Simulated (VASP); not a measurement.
# Ga4SeS3 (P3m1) in VASP: relaxation of cell and atoms with PBEsol+D3(BJ)

Aim: the relaxation of cell and atoms of Ga4SeS3 with PBEsol+D3(BJ).

All numbers are computed with VASP 6.6.1; they aren't measurements. Logs are shortened: lines on timing, memory, paths and dates and some standing lists are left out, and cuts for length are marked.

## Step 1: The cell of the first run

Symmetry: P3m1, No. 156, trigonal system. Conventional cell: a = 3.582 Å, b = 3.582 Å, c = 15.221 Å, α = 90.00°, β = 90.00°, γ = 120.00°. Within 3.1 Å of Ga (site symmetry 3m) lie 3 S at 2.33 Å and 1 Ga at 2.42 Å. Within 3.2 Å of Ga (site symmetry 3m) lie 3 Se at 2.41 Å and 1 Ga at 2.41 Å. Ga (site symmetry 3m) has 3 S at 2.33 Å and 1 Ga at 2.41 Å within 3.1 Å. Within 3.1 Å of Ga (site symmetry 3m) lie 3 S at 2.33 Å and 1 Ga at 2.42 Å. Se (site symmetry 3m) has 3 Ga at 2.41 Å within 3.2 Å. S (site symmetry 3m) has 3 Ga at 2.33 Å within 3.1 Å. S (site symmetry 3m) has 3 Ga at 2.33 Å within 3.1 Å. S (site symmetry 3m) has 3 Ga at 2.33 Å within 3.1 Å.

## Step 2: Relaxation of cell and atoms, PBEsol+D3(BJ)

File INCAR:

```
SYSTEM = Ga4SeS3
ALGO = Normal
EDIFF = 1E-7
EDIFFG = -0.002
ENCUT = 500
GGA = PS
GGA_COMPAT = .False.
IBRION = 2
ISIF = 3
ISMEAR = 0
IVDW = 12
LASPH = .True.
LCHARG = .False.
LREAL = .False.
LWAVE = .False.
NELM = 120
NELMIN = 4
NSW = 100
PREC = Accurate
SIGMA = 0.02
```

File KPOINTS:

```
k-points
0
Gamma
  9 9 2
  0 0 0
```

File POSCAR:

```
Ga4SeS3
1.0
    3.5819380060     -0.0000000028      0.0000000000
   -1.7909690005      3.1020493094      0.0000000000
    0.0000000000      0.0000000000     15.2209439702
Ga Se S
4 1 3
Direct
    0.3333333333      0.6666666667      0.3328750149
    0.6666666667      0.3333333333      0.8231234677
    0.6666666667      0.3333333333      0.6646746867
    0.3333333333      0.6666666667      0.1740169645
    0.3333333333      0.6666666667      0.9043160986
    0.6666666667      0.3333333333      0.4027644927
    0.6666666667      0.3333333333      0.1037106280
    0.3333333333      0.6666666667      0.5945186469
```

Potentials or basis: VASP PAW PBE potentials, release 64 (Ga_d, Se, S).

Run with:

```
$ cat potpaw_PBE.64/Ga_d/POTCAR potpaw_PBE.64/Se/POTCAR potpaw_PBE.64/S/POTCAR > POTCAR
$ mpirun -np 1 vasp_std > vasp.out
```

OUTCAR:

```text
SYSTEM = Ga4SeS3
   EDIFF = 1E-7
   EDIFFG = -0.002
   ENCUT = 500
   GGA = PS
   IBRION = 2
   ISIF = 3
   ISMEAR = 0
   IVDW = 12
   LASPH = .True.
   LREAL = .False.
   NELM = 120
   NELMIN = 4
   NSW = 100
   PREC = Accurate
 IVDW          = 12

 ion  position               nearest neighbor table
   1  0.333  0.667  0.333-   6 2.33   6 2.33   6 2.33   4 2.42
   2  0.667  0.333  0.823-   5 2.41   5 2.41   5 2.41   3 2.41
   3  0.667  0.333  0.665-   8 2.33   8 2.33   8 2.33   2 2.41
   4  0.333  0.667  0.174-   7 2.33   7 2.33   7 2.33   1 2.42
   5  0.333  0.667  0.904-   2 2.41   2 2.41   2 2.41
   6  0.667  0.333  0.403-   1 2.33   1 2.33   1 2.33
   7  0.667  0.333  0.104-   4 2.33   4 2.33   4 2.33
   8  0.333  0.667  0.595-   3 2.33   3 2.33   3 2.33

  LATTYP: Found a hexagonal cell.
 ALAT       =     3.5819380060
 C/A-ratio  =     4.2493599679

  Lattice vectors:

 A1 = (   3.5819380060,  -0.0000000028,   0.0000000000)
 A2 = (  -1.7909690005,   3.1020493094,   0.0000000000)
 A3 = (   0.0000000000,   0.0000000000,  15.2209439702)

Analysis of symmetry for initial positions (statically):
=====================================================================
 Subroutine PRICEL returns:
 Original cell was already a primitive cell.

 Routine SETGRP: Setting up the symmetry group for a
 hexagonal supercell.

 Subroutine GETGRP returns: Found  6 space group operations
 (whereof  6 operations were pure point group operations)
 out of a pool of 24 trial point group operations.

The static configuration has the point symmetry C_3v.

Analysis of symmetry for dynamics (positions and initial velocities):
=====================================================================
 Subroutine PRICEL returns:
 Original cell was already a primitive cell.

 Routine SETGRP: Setting up the symmetry group for a
 hexagonal supercell.

 Subroutine GETGRP returns: Found  6 space group operations
 (whereof  6 operations were pure point group operations)
 out of a pool of 24 trial point group operations.

The dynamic configuration has the point symmetry C_3v.

 Subroutine INISYM returns: Found  6 space group operations
 (whereof  6 operations are pure point group operations),
 and found     1 'primitive' translations

----------------------------------------------------------------------------------------

                                     Primitive cell

  volume of cell :     169.1252

  direct lattice vectors                    reciprocal lattice vectors
     3.581938006 -0.000000003  0.000000000     0.279178478  0.161183769  0.000000000
    -1.790969001  3.102049309  0.000000000     0.000000000  0.322367539  0.000000000
     0.000000000  0.000000000 15.220943970     0.000000000  0.000000000  0.065698948

  length of vectors
     3.581938006  3.581938006 15.220943970     0.322367539  0.322367539  0.065698948

  position of ions in fractional coordinates (direct lattice)
     0.333333333  0.666666667  0.332875015
     0.666666667  0.333333333  0.823123468
     0.666666667  0.333333333  0.664674687
     0.333333333  0.666666667  0.174016964
     0.333333333  0.666666667  0.904316099
     0.666666667  0.333333333  0.402764493
     0.666666667  0.333333333  0.103710628
     0.333333333  0.666666667  0.594518647

  ion indices of the primitive-cell ions
   primitive index   ion index
                 1           1
                 2           2
                 3           3
                 4           4
                 5           5
                 6           6
                 7           7
                 8           8

----------------------------------------------------------------------------------------

 KPOINTS: k-points

Automatic generation of k-mesh.
 Grid dimensions read from file:
 generate k-points for:    9    9    2

 Generating k-lattice:

  Cartesian coordinates                     Fractional coordinates (reciprocal lattice)
     0.031019831  0.017909308  0.000000000     0.111111111  0.000000000  0.000000000
     0.000000000  0.035818615  0.000000000     0.000000000  0.111111111  0.000000000
     0.000000000  0.000000000  0.032849474     0.000000000  0.000000000  0.500000000

  Length of vectors
     0.035818615  0.035818615  0.032849474

  Shift w.r.t. Gamma in fractional coordinates (k-lattice)
     0.000000000  0.000000000  0.000000000

 Subroutine IBZKPT returns following result:
 ===========================================

 Found     24 irreducible k-points:

 Following reciprocal coordinates:
            Coordinates               Weight
  0.000000  0.000000  0.000000      1.000000
  0.111111 -0.000000  0.000000      6.000000
  0.222222 -0.000000  0.000000      6.000000
  0.333333  0.000000  0.000000      6.000000
  0.444444 -0.000000  0.000000      6.000000
  0.111111  0.111111  0.000000      6.000000
[... 16 lines left out ...]
  0.333333  0.222222  0.500000     12.000000
  0.333333  0.333333  0.500000      2.000000
   k-points           NKPTS =     24   k-points in BZ     NKDIM =     24   number of bands    NBANDS=     45
   number of dos      NEDOS =    301   number of ions     NIONS =      8
   total plane-waves  NPLWV =  87808
   dimension x,y,z NGX =    28 NGY =   28 NGZ =  112
   dimension x,y,z NGXF=    56 NGYF=   56 NGZF=  224
   ions per type =               4   1   3
   NGX,Y,Z   is equivalent  to a cutoff of  13.00, 13.00, 12.23 a.u.
   NGXF,Y,Z  is equivalent  to a cutoff of  25.99, 25.99, 24.47 a.u.
 SYSTEM =  Ga4SeS3
   PREC   = accura    normal or accurate (medium, high low for compatibility)
   ISTART =      0    job   : 0-new  1-cont  2-samecut
   ICHARG =      2    charge: 1-file 2-atom 10-const
   ISPIN  =      1    spin polarized calculation?
   LNONCOLLINEAR =      F non collinear calculations
   LSORBIT =      F    spin-orbit coupling
   LASPH  =      T    aspherical Exc in radial PAW
   ENCUT  =  500.0 eV  36.75 Ry    6.06 a.u.   6.53  6.53 27.75*2*pi/ulx,y,z
   NELM   =    120;   NELMIN=  4; NELMDL= -5     # of ELM steps
   EDIFF  = 0.1E-06   stopping-criterion for ELM
   LREAL  =      F    real-space projection
   EDIFFG = -.2E-02   stopping-criterion for IOM
   NSW    =    100    number of steps for IOM
   IBRION =      2    ionic relax: 0-MD 1-quasi-New 2-CG
   NFREE  =      1    steps in history (QN), initial steepest desc. (CG)
   ISIF   =      3    stress and relaxation
   ISYM   =      2    0-nonsym 1-usesym 2-fastsym
   POTIM  = 0.5000    time-step for ionic-motion
   TEBEG  =    0.0;   TEEND  =   0.0 temperature during run
   PSTRESS=    0.0 pullay stress
   NELECT =      76.0000    total number of electrons
   NUPDOWN=      -1.0000    fix difference up-down
   EMIN   =  10.00;   EMAX   =-10.00  energy-range for DOS
   EFERMI =   0.00;   METHOD = LEGACY
   ISMEAR =     0;   SIGMA  =   0.02  broadening in eV -4-tet -1-fermi 0-gaus
   EFERMI_NEDOS =   21; number of points for ismear=-14 and -15
   IALGO  =     38    algorithm
   IMIX   =      4    mixing-type and parameters
     AMIX     =   0.40;   BMIX     =  1.00
     AMIX_MAG =   1.60;   BMIX_MAG =  1.00
  volume/ion in A,a.u.               =      21.14       142.66
  Fermi-wavevector in a.u.,A,eV,Ry     =   1.253939  2.369602 21.393314  1.572364
  Thomas-Fermi vector in A             =   2.387768
   LORBIT       =      0    0 simple, 1 ext, 2 COOP (PROOUT), +10 PAW based schemes
   GGA     = PS    functional components
   LHFCALC =     F    Hartree Fock is set to
   AEXX    =    0.0000 exact exchange contribution
   IVDW    =    12    specifies the selected vdW correction
   LEPSILON=     F    determine dielectric tensor
   LRPA    =     F    only Hartree local field effects (RPA)
 conjugate gradient relaxation of ions
 non-spin polarized calculation
 Gauss-broadening in eV      SIGMA  =   0.02
  energy-cutoff  :      500.00
  volume of cell :      169.13
 maximum number of plane-waves:      4364
 NGX is ok and might be reduce to    28
   NGX = 13   NGY = 13   NGZ = 55

--------------------------------------- Ionic step        1  -------------------------------------------

 number of electron      76.0000016 magnetization

 Free energy of the ion-electron system (eV)
  ---------------------------------------------------
  ext. energy  EPLUGINS =         0.00000000
  ---------------------------------------------------
  free energy    TOTEN  =       -35.32904896 eV

  energy without entropy =      -35.32904896  energy(sigma->0) =      -35.32904896

------------------------ aborting loop because EDIFF is reached ----------------------------------------

 Edisp (eV)   -2.08963

 E8    (eV) :    -1.3457

  FORCE on cell =-STRESS in cart. coord.  units (eV):
  Direction    XX          YY          ZZ          XY          YZ          ZX
  --------------------------------------------------------------------------------------
  -------------------------------------------------------------------------------------
  Total      -0.22298    -0.22298    -0.04180    -0.00000    -0.00000    -0.00000
  in kB      -2.11235    -2.11235    -0.39597    -0.00000    -0.00000    -0.00000
  external pressure =       -1.54 kB  Pullay stress =        0.00 kB
[... 115 lines left out ...]
  FREE ENERGIE OF THE ION-ELECTRON SYSTEM (eV)
  ---------------------------------------------------
  free  energy   TOTEN  =       -37.4192592447 eV

  energy  without entropy=      -37.4192592447  energy(sigma->0) =      -37.41925924

[... ionic steps 4 to 50 ...]

--------------------------------------- Ionic step       51  -------------------------------------------

 number of electron      76.0000011 magnetization

------------------------ aborting loop because EDIFF is reached ----------------------------------------

 Edisp (eV)   -2.10616

 E8    (eV) :    -1.3565
[... 81 lines left out ...]
  energy  without entropy=      -37.4207538590  energy(sigma->0) =      -37.42075386

--------------------------------------- Ionic step       53  -------------------------------------------

 number of electron      76.0000011 magnetization

 Free energy of the ion-electron system (eV)
  ---------------------------------------------------
  ext. energy  EPLUGINS =         0.00000000
  ---------------------------------------------------
  free energy    TOTEN  =       -35.31454795 eV

  energy without entropy =      -35.31454795  energy(sigma->0) =      -35.31454795

 E-fermi :   4.4514     XC(G=0):  -9.9437

 val. band max:        4.3639467044   @ k =   0.0000   0.0000   0.0000
 cond. band min:       5.5725146437   @ k =   0.4444  -0.0000   0.0000
 fundamental gap:      1.2085679392
 Fermi energy:         4.4513986332

 k-point     1 :       0.0000    0.0000    0.0000
  band No.  band energies     occupation
      1     -10.8865      2.00000
      2     -10.7329      2.00000
      3     -10.7323      2.00000
      4     -10.7323      2.00000
      5     -10.6694      2.00000
      6     -10.6694      2.00000
[... 1180 lines left out ...]
  FREE ENERGIE OF THE ION-ELECTRON SYSTEM (eV)
  ---------------------------------------------------
  free  energy   TOTEN  =       -37.4207541821 eV

  energy  without entropy=      -37.4207541821  energy(sigma->0) =      -37.42075418

 reached required accuracy - stopping structural energy minimisation
```

It took 53 min on 1 thread of Intel Xeon Platinum 8488C (Sapphire Rapids), shared host; peak memory 0.4 GiB.

Results:

```
Free energy                           : -37.4208 eV
Relaxed volume                        : 20.98 Å³/atom
Relaxed cell                          : a = 3.576 Å, b = 3.576 Å, c = 15.157 Å, α = 90.00°, β = 90.00°, γ = 120.00°
Space group after relaxing (to 0.1 Å) : P3m1 (No. 156)
Energy gained by relaxing             : 0.3 meV/atom
Ionic steps                           : 53
Pressure after relaxing               : 0.0 GPa
Band gap on the k mesh                : 1.21 eV (least direct gap 1.49 eV)
Dispersion energy per atom            : -0.263 eV
```

The path:
| step | energy change (eV) | largest force (eV/Å) | pressure (GPa) | volume (Å³) |
| --- | --- | --- | --- | --- |
| 1 | 0.0000 | 0.0524 | -0.15 | 169.13 |
| 3 | -0.0006 | 0.0520 | 0.07 | 168.51 |
| 5 | -0.0009 | 0.0466 | -0.04 | 168.48 |
| 7 | -0.0013 | 0.0197 | 0.01 | 168.19 |
| 9 | -0.0015 | 0.0224 | 0.01 | 167.88 |
| 11 | -0.0017 | 0.0366 | -0.04 | 167.73 |
| 13 | -0.0018 | 0.0167 | 0.03 | 167.58 |
| 15 | -0.0019 | 0.0104 | 0.01 | 167.62 |
| 17 | -0.0019 | 0.0115 | -0.03 | 167.71 |
| 19 | -0.0019 | 0.0112 | -0.01 | 167.69 |
| 21 | -0.0019 | 0.0187 | 0.00 | 167.72 |
| 23 | -0.0019 | 0.0278 | 0.02 | 167.76 |
| 25 | -0.0020 | 0.0144 | 0.00 | 167.86 |
| 27 | -0.0020 | 0.0144 | 0.01 | 167.92 |
| 29 | -0.0020 | 0.0149 | 0.01 | 167.94 |
| 31 | -0.0021 | 0.0042 | -0.03 | 167.97 |
| 33 | -0.0021 | 0.0048 | -0.01 | 167.92 |
| 35 | -0.0021 | 0.0044 | 0.00 | 167.91 |
| 37 | -0.0021 | 0.0030 | 0.00 | 167.89 |
| 39 | -0.0021 | 0.0049 | 0.02 | 167.88 |
| 41 | -0.0021 | 0.0040 | 0.00 | 167.88 |
| 43 | -0.0021 | 0.0040 | 0.00 | 167.88 |
| 45 | -0.0021 | 0.0034 | 0.01 | 167.86 |
| 47 | -0.0021 | 0.0029 | -0.01 | 167.88 |
| 49 | -0.0021 | 0.0023 | 0.00 | 167.87 |
| 51 | -0.0021 | 0.0023 | 0.00 | 167.87 |
| 53 | -0.0021 | 0.0020 | 0.00 | 167.86 |

Final structure:
```
Ga Se S
1.0
     3.57606    0.00000    0.00000
    -1.78803    3.09696    0.00000
     0.00000    0.00000   15.15699
Ga Se S
4 1 3
Direct
  0.33333 0.66667 0.33225
  0.66667 0.33333 0.82446
  0.66667 0.33333 0.66528
  0.33333 0.66667 0.17262
  0.33333 0.66667 0.90632
  0.66667 0.33333 0.40276
  0.66667 0.33333 0.10177
  0.33333 0.66667 0.59454
```

Levels at points of the mesh, in eV from the valence-band top:
| k point | band 36 | band 37 | band 38 | band 39 | band 40 | band 41 |
| --- | --- | --- | --- | --- | --- | --- |
| (0.00, 0.00, 0.00) | -0.62 | -0.62 | 0.00 | 1.49 | 2.29 | 2.59 |
| (0.00, 0.00, 0.50) | -0.86 | -0.62 | -0.62 | 1.90 | 2.18 | 2.55 |

Caveat: the PAW data sets were made with another functional, which shifts forces and pressure a little; an odd mesh through Γ misses points on the zone boundary, where band edges can lie.
